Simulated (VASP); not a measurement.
# Ta4C3 (P4mm) in VASP: further runs, part 2 of 2

VASP 6.6.1. The steps go on from the part before.

### 4 Single point, PBEsol

Input file INCAR:

```
PREC     = Accurate       # precision mode
ENCUT    = 520            # plane-wave cutoff, eV
EDIFF    = 1E-6           # SCF threshold, eV
ISMEAR   = 0              # smearing method
SIGMA    = 0.15           # smearing width, eV
LREAL    = F              # projectors in reciprocal space
LASPH    = T              # aspherical terms in the spheres
NELM     = 100            # most SCF steps
ALGO     = Normal         # electronic algorithm
ISIF     = 2              # what is computed and relaxed
LWAVE    = F              # write WAVECAR
LCHARG   = F              # write CHGCAR
GGA      = PS             # functional
NBANDS   = 37             # bands
```

Input file KPOINTS:

```
regular mesh
0
Gamma
  10 10 10
```

Input file POSCAR:

```
Ta4C3
1.0
    4.4026021986      0.0000000000      0.0000000000
    0.0000000000      4.4026021986      0.0000000000
    0.0000000000      0.0000000000      4.4026021986
Ta C
4 3
Direct
    0.0000000000      0.5000000000      0.5000000000
    0.5000000000      0.0000000000      0.5000000000
    0.5000000000      0.5000000000      0.0000000000
    0.0000000000      0.0000000000      0.0000000000
    0.5000000000      0.0000000000      0.0681415187
    0.0000000000      0.5000000000      0.0681415187
    0.0000000000      0.0000000000      0.5681415187
```

Potentials or basis: VASP PAW PBE potentials, release 64 (Ta_pv, C).

Command:

```sh
> cat potpaw_PBE.64/Ta_pv/POTCAR potpaw_PBE.64/C/POTCAR > POTCAR
> mpirun -np 1 vasp_std > vasp.out
```

OUTCAR:

```text
PREC = Accurate
   ENCUT = 520
   EDIFF = 1E-6
   ISMEAR = 0
   LREAL = F
   LASPH = T
   NELM = 100
   ISIF = 2
   GGA = PS

 ion  position               nearest neighbor table
   1  0.000  0.500  0.500-   6 1.90   7 2.22   7 2.22   6 2.50   2 3.11   3 3.11   3 3.11   4 3.11
                             2 3.11   4 3.11   4 3.11   4 3.11   2 3.11   3 3.11   3 3.11   2 3.11
   2  0.500  0.000  0.500-   5 1.90   7 2.22   7 2.22   5 2.50   1 3.11   3 3.11   3 3.11   4 3.11
                             1 3.11   3 3.11   3 3.11   1 3.11   4 3.11   4 3.11   4 3.11   1 3.11
   3  0.500  0.500  0.000-   5 2.22   6 2.22   5 2.22   6 2.22   2 3.11   1 3.11   2 3.11   2 3.11
                             4 3.11   4 3.11   2 3.11   1 3.11   4 3.11   1 3.11   1 3.11   4 3.11
   4  0.000  0.000  0.000-   7 1.90   6 2.22   5 2.22   6 2.22   5 2.22   7 2.50   3 3.11   1 3.11
                             2 3.11   1 3.11   3 3.11   1 3.11   1 3.11   2 3.11   3 3.11   2 3.11
   5  0.500  0.000  0.068-   2 1.90   3 2.22   4 2.22   3 2.22   4 2.22   2 2.50
   6  0.000  0.500  0.068-   1 1.90   3 2.22   4 2.22   4 2.22   3 2.22   1 2.50
   7  0.000  0.000  0.568-   4 1.90   2 2.22   1 2.22   1 2.22   2 2.22   4 2.50

  LATTYP: Found a simple cubic cell.
 ALAT       =     4.4026021986

  Lattice vectors:

 A1 = (   4.4026021986,   0.0000000000,   0.0000000000)
 A2 = (   0.0000000000,   4.4026021986,   0.0000000000)
 A3 = (   0.0000000000,   0.0000000000,   4.4026021986)

Analysis of symmetry for initial positions (statically):
=====================================================================
 Subroutine PRICEL returns:
 Original cell was already a primitive cell.

 Routine SETGRP: Setting up the symmetry group for a
 simple cubic supercell.

 Subroutine GETGRP returns: Found  8 space group operations
 (whereof  8 operations were pure point group operations)
 out of a pool of 48 trial point group operations.

The static configuration has the point symmetry C_4v.

Analysis of symmetry for dynamics (positions and initial velocities):
=====================================================================
 Subroutine PRICEL returns:
 Original cell was already a primitive cell.
[... 145 lines left out ...]
   AEXX    =    0.0000 exact exchange contribution
   IVDW    =     0    specifies the selected vdW correction
   LEPSILON=     F    determine dielectric tensor
   LRPA    =     F    only Hartree local field effects (RPA)
 non-spin polarized calculation
 Gauss-broadening in eV      SIGMA  =   0.15
  energy-cutoff  :      520.00
  volume of cell :       85.34
 maximum number of plane-waves:      2325
 NGX is ok and might be reduce to    36
   NGX = 17   NGY = 17   NGZ = 17

 number of electron      56.0000020 magnetization

 Free energy of the ion-electron system (eV)
  ---------------------------------------------------
  ext. energy  EPLUGINS =         0.00000000
  ---------------------------------------------------
  free energy    TOTEN  =       -80.73155973 eV

  energy without entropy =      -80.68857818  energy(sigma->0) =      -80.71006896

 E-fermi :   7.1568     XC(G=0): -13.0790

 val. band max:        7.1536798578   @ k =   0.0000   0.4000   0.4000
 cond. band min:       7.1635203095   @ k =   0.0000   0.3000   0.3000
 fundamental gap:      0.0098404516
 Fermi energy:         7.1567956018

 k-point     1 :       0.0000    0.0000    0.0000
  band No.  band energies     occupation
      1     -28.0197      2.00000
      2     -27.8721      2.00000
      3     -27.8721      2.00000
      4     -27.4124      2.00000
      5     -27.3535      2.00000
      6     -27.3535      2.00000
[... 949 lines left out ...]
     36      11.2654      0.00000
     37      11.6676      0.00000

 [... further k-points ...]

------------------------ aborting loop because EDIFF is reached ----------------------------------------

  FORCE on cell =-STRESS in cart. coord.  units (eV):
  Direction    XX          YY          ZZ          XY          YZ          ZX
  --------------------------------------------------------------------------------------
  -------------------------------------------------------------------------------------
  Total       -0.4026355     -0.4026355     20.3912851      0.0000000      0.0000000     -0.0000000
  in kB       -7.5595221     -7.5595221    382.8484040      0.0000000      0.0000000     -0.0000000
  external PRESSURE =     122.5764532 kB  Pullay stress =       0.0000000 kB

 VOLUME and BASIS-vectors are now :
 -----------------------------------------------------------------------------
  energy-cutoff  :      520.00
  volume of cell :       85.34
      direct lattice vectors                 reciprocal lattice vectors
     4.402602199  0.000000000  0.000000000     0.227138396  0.000000000  0.000000000
     0.000000000  4.402602199  0.000000000     0.000000000  0.227138396  0.000000000
     0.000000000  0.000000000  4.402602199     0.000000000  0.000000000  0.227138396

 POSITION                                       TOTAL-FORCE (eV/Angst)
 -----------------------------------------------------------------------------------
      0.00000      2.20130      2.20130        -0.000000     -0.000000      5.031780
      2.20130      0.00000      2.20130         0.000000     -0.000000      5.031780
      2.20130      2.20130      0.00000        -0.000000      0.000000      0.769820
      0.00000      0.00000      0.00000        -0.000000     -0.000000      4.242899
      2.20130      0.00000      0.30000        -0.000000     -0.000000     -4.858814
      0.00000      2.20130      0.30000        -0.000000      0.000000     -4.858814
      0.00000      0.00000      2.50130        -0.000000     -0.000000     -5.358651
 -----------------------------------------------------------------------------------
    total drift:                                0.000000      0.000000     -0.000762

  FREE ENERGIE OF THE ION-ELECTRON SYSTEM (eV)
  ---------------------------------------------------
  free  energy   TOTEN  =       -80.7315597303 eV

  energy  without entropy=      -80.6885781812  energy(sigma->0) =      -80.71006896
```

stdout:

```text
POSCAR found type information on POSCAR TaC
 POSCAR found :  2 types and       7 ions
 scaLAPACK will be used
 -----------------------------------------------------------------------------
|                                                                             |
|                                                                             |
|     You enforced a specific xc type in the INCAR file but a different       |
|     I HOPE YOU KNOW WHAT YOU ARE DOING!                                     |
|                                                                             |
 -----------------------------------------------------------------------------

 LDA part: xc-table for (Slater+PW92), standard interpolation
 POSCAR, INCAR and KPOINTS ok, starting setup
 FFT: planning ... GRIDC
 FFT: planning ... GRID_SOFT
 FFT: planning ... GRID
 WAVECAR not read
 entering main loop
```

Wall time 3.2 min (1 thread of Intel Xeon 6975P-C (Granite Rapids), shared host); peak memory 0.42 GiB.

Results:

* Free energy: -80.7316 eV
* Pressure: 12.3 GPa
* Largest force: 5.359 eV/Å
* Band gap on the k mesh: zero (bands 28 and 29 overlap by 0.92 eV)

Forces on the atoms (eV/Å):
```
Ta   0.000  0.000  5.032
Ta   0.000  0.000  5.032
Ta   0.000  0.000  0.770
Ta   0.000  0.000  4.243
C    0.000  0.000 -4.859
C    0.000  0.000 -4.859
C    0.000  0.000 -5.359
```

Stress tensor (GPa, compression positive):
```
-0.76  0.00  0.00
 0.00 -0.76  0.00
 0.00  0.00 38.28
```

Caveat: the cell differs from its parent crystal (all C atoms moved -0.300 Å, as atom 5 towards its neighbour atom 2 (Ta) at 2.201 Å); the cell stands under pressure; the PAW data sets were made with another functional, which shifts forces and pressure a little; spin-orbit coupling is left out, which moves the levels of the heavy elements.

### 5 Single point, PBEsol

Input file INCAR:

```
SYSTEM = Ta4C3
ALGO = Normal
EDIFF = 1E-7
ENCUT = 520
GGA = PS
ISIF = 2
ISMEAR = 0
LASPH = .True.
LCHARG = .False.
LREAL = .False.
LWAVE = .False.
NBANDS = 37
NELM = 60
PREC = Accurate
SIGMA = 0.15
```

Input file KPOINTS:

```
k-points
0
Gamma
  10 10 10
  0 0 0
```

POSCAR, as its differences from that of step 4:

```diff
@@ -12,4 +12,4 @@
     0.0000000000      0.0000000000      0.0000000000
-    0.5000000000      0.0000000000      0.0681415187
-    0.0000000000      0.5000000000      0.0681415187
-    0.0000000000      0.0000000000      0.5681415187
+    0.5000000000      0.0000000000     -0.0511061390
+    0.0000000000      0.5000000000     -0.0511061390
+    0.0000000000      0.0000000000      0.4488938610
```

Command:

```sh
> cat potpaw_PBE.64/Ta_pv/POTCAR potpaw_PBE.64/C/POTCAR > POTCAR
> mpirun -np 1 vasp_std > vasp.out
```

Run time: 4 min. Hardware: 1 thread of Intel Xeon 6975P-C (Granite Rapids), shared host; peak memory 0.42 GiB.

Results (log left out):

```
Free energy            : -81.6757 eV
Pressure               : 7.1 GPa
Largest force          : 3.709 eV/Å
Band gap on the k mesh : zero (bands 28 and 29 overlap by 0.85 eV)
```

Forces on the atoms (eV/Å):
```
Ta   0.000  0.000 -3.473
Ta   0.000  0.000 -3.473
Ta   0.000  0.000 -0.598
Ta   0.000  0.000 -2.753
C    0.000  0.000  3.294
C    0.000  0.000  3.294
C    0.000  0.000  3.709
```

Stress tensor (GPa, compression positive):
```
-0.12  0.00  0.00
 0.00 -0.12  0.00
 0.00  0.00 21.41
```

Levels at points of the mesh, in eV from the Fermi level:
```
           k point  band 25  band 26  band 27  band 28  band 29  band 30  band 31  band 32
(0.00, 0.00, 0.00)    -1.56    -1.47    -0.57    -0.57    -0.49     0.87     0.87     1.54
(0.50, 0.00, 0.00)    -2.16    -2.05    -0.94     0.11     0.47     0.84     1.59     1.84
(0.00, 0.00, 0.50)    -2.18    -2.14    -2.14     0.36     0.36     0.78     2.15     2.88
(0.50, 0.50, 0.00)    -1.93    -1.61    -0.35    -0.35     1.66     1.66     1.67     1.96
(0.00, 0.50, 0.50)    -1.78    -1.71    -0.45    -0.27     1.57     1.70     1.83     2.13
(0.50, 0.50, 0.50)    -1.13    -1.13    -1.00    -0.08     3.28     3.43     3.43     3.49
```

Caveat: the cell differs from its parent crystal (all C atoms moved +0.225 Å, as atom 5 towards its neighbour atom 2 (Ta) at 2.201 Å); the cell stands under pressure; the PAW data sets were made with another functional, which shifts forces and pressure a little; spin-orbit coupling is left out, which moves the levels of the heavy elements.

### 6 Single point, PBEsol

Input file INCAR:

```
ALGO = Normal ; EDIFF = 1E-7
ENCUT = 520 ; GGA = PS
ISIF = 2 ; ISMEAR = 0
LASPH = True ; LCHARG = False
LREAL = False ; LWAVE = False
NBANDS = 37 ; NELM = 100
PREC = Accurate ; SIGMA = 0.15
```

Input file KPOINTS:

```
k-points
0
Gamma
  10 10 10
```

POSCAR, as its differences from that of step 5:

```diff
@@ -12,4 +12,4 @@
     0.0000000000      0.0000000000      0.0000000000
-    0.5000000000      0.0000000000     -0.0511061390
-    0.0000000000      0.5000000000     -0.0511061390
-    0.0000000000      0.0000000000      0.4488938610
+    0.5000000000      0.0000000000      0.0340707593
+    0.0000000000      0.5000000000      0.0340707593
+    0.0000000000      0.0000000000      0.5340707593
```

Potentials or basis: VASP PAW PBE potentials, release 64 (Ta_pv, C).

Command:

```sh
> cat potpaw_PBE.64/Ta_pv/POTCAR potpaw_PBE.64/C/POTCAR > POTCAR
> mpirun -np 1 vasp_std > vasp.out
```

Wall time 3.8 min (1 thread of Intel Xeon 6975P-C (Granite Rapids), shared host); peak memory 0.42 GiB.

The run converged. Its results:

```
Free energy            : -82.3009 eV
Pressure               : 3.5 GPa
Largest force          : 2.382 eV/Å
Band gap on the k mesh : zero (bands 28 and 29 overlap by 0.97 eV)
```

Forces in eV/Å, atoms in the order of the input:
```
Ta   0.000  0.000  2.199
Ta   0.000  0.000  2.199
Ta   0.000  0.000  0.433
Ta   0.000  0.000  1.683
C    0.000  0.000 -2.066
C    0.000  0.000 -2.066
C    0.000  0.000 -2.382
```

Stress tensor (GPa, compression positive):
```
0.34 0.00 0.00
0.00 0.34 0.00
0.00 0.00 9.77
```

Levels at points of the mesh, in eV from the Fermi level:
```tsv
k point	band 26	band 27	band 28	band 29	band 30	band 31
(0.00, 0.00, 0.00)	-1.12	-0.89	-0.89	-0.53	0.35	0.35
(0.50, 0.00, 0.00)	-1.99	-1.37	0.21	0.37	0.83	1.83
(0.00, 0.00, 0.50)	-2.02	-2.02	0.32	0.32	0.81	2.08
(0.50, 0.50, 0.00)	-1.65	-0.35	-0.35	1.71	1.76	1.76
(0.00, 0.50, 0.50)	-1.72	-0.40	-0.32	1.64	1.75	1.83
(0.50, 0.50, 0.50)	-1.11	-1.05	-0.06	3.38	3.42	3.42
```

Caveat: the cell differs from its parent crystal (all C atoms moved -0.150 Å, as atom 5 towards its neighbour atom 2 (Ta) at 2.201 Å); the cell stands under pressure; the PAW data sets were made with another functional, which shifts forces and pressure a little; spin-orbit coupling is left out, which moves the levels of the heavy elements.

### 7 The runs side by side

| cell | gap on the mesh (eV) | pressure (GPa) | largest force (eV/Å) |
| --- | --- | --- | --- |
| as given, atomic positions A | none | 9.4 | 4.48 |
| as given, atomic positions B | none | 5.1 | 3.01 |
| as given, atomic positions C | none | 12.3 | 5.36 |
| as given, atomic positions D | none | 7.1 | 3.71 |
| as given, atomic positions E | none | 3.5 | 2.38 |

Alike in all rows: task single point; level PBEsol; potentials or basis VASP PAW PBE potentials, release 64 (Ta_pv, C); no spin polarisation; k mesh 10 × 10 × 10; cutoff (eV) 520; smearing gaussian 0.15 eV.

Caveats: the cell stands under pressure; the PAW data sets were made with another functional, which shifts forces and pressure a little; spin-orbit coupling is left out, which moves the levels of the heavy elements.

Absolute energies hang on the potentials; compare differences alone.
